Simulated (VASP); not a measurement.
Crystal: Sr.

```
Sr
1.0
    -2.43500    2.43500    2.43500
     2.43500   -2.43500    2.43500
     2.43500    2.43500   -2.43500
Sr
1
Cartesian
  0.0000 0.0000 0.0000
```

```yaml
Program: VASP 6.6.1
Task: relaxation of cell and atoms
Functional: r2SCAN
Potentials_or_basis: VASP PAW PBE potentials, release 64 (Sr_sv)
Cutoff: 600 eV
k_mesh: 12 × 12 × 12
Occupations: gaussian, width 0.1 eV
Spin: no spin polarisation
```

At the start: pressure -0.4 GPa; volume 57.75 Å³/atom.

**Question.** How do energy, volume and symmetry change on relaxing?

**Answer.** Over 3 steps the energy falls by 2.4 meV/atom and the volume is 55.71 Å³/atom (-3.5 %); space group Im-3m (No. 229, to 0.05 Å).

Step by step:
```csv
step,energy change (eV),largest force (eV/Å),pressure (GPa),volume (Å³)
1,0.0000,0.0000,-0.35,57.75
2,-0.0018,0.0000,-0.18,56.69
3,-0.0024,0.0000,-0.01,55.71
```

Final structure:
```cif
data_structure
_symmetry_space_group_name_H-M 'P 1'
_symmetry_Int_Tables_number 1
_cell_length_a 4.1673
_cell_length_b 4.1673
_cell_length_c 4.1673
_cell_angle_alpha 109.471
_cell_angle_beta 109.471
_cell_angle_gamma 109.471
_cell_volume 55.71
loop_
_atom_site_label
_atom_site_type_symbol
_atom_site_fract_x
_atom_site_fract_y
_atom_site_fract_z
_atom_site_occupancy
Sr1 Sr 0.00000 0.00000 0.00000 1
```

Caveat: the PAW data sets were made with another functional, which shifts forces and pressure a little.
